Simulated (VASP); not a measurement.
BP:

```xyz
2
Lattice="0.0000 2.2383 2.2383 2.2383 0.0000 2.2383 2.2383 2.2383 0.0000" Properties=species:S:1:pos:R:3 pbc="T T T"
P     3.3575    3.3575    3.3575
B     0.0000    0.0000    0.0000
```

Base run:

- Program: VASP 6.6.1
- Functional: b88 exchange, pbe correlation
- Potentials or basis: VASP PAW PBE potentials, release 64 (P, B)
- Cutoff: 500 eV
- k mesh: 10 × 10 × 10
- Occupations: fermi-dirac, width 0.05 eV
- Spin: no spin polarisation

Its results: band gap on the k mesh 1.19 eV (least direct gap 3.48 eV); pressure 8.5 GPa.

The run is repeated on the same cell with these changes: functional from b88 exchange, pbe correlation to RPBE; cutoff from 500 eV to 520 eV. What comes out?

Band gap on the k mesh 1.19 eV (least direct gap 3.46 eV); pressure 10.9 GPa.

Caveats: the cell stands under pressure; the PAW data sets were made with another functional, which shifts forces and pressure a little.

A k mesh can miss the band edges.
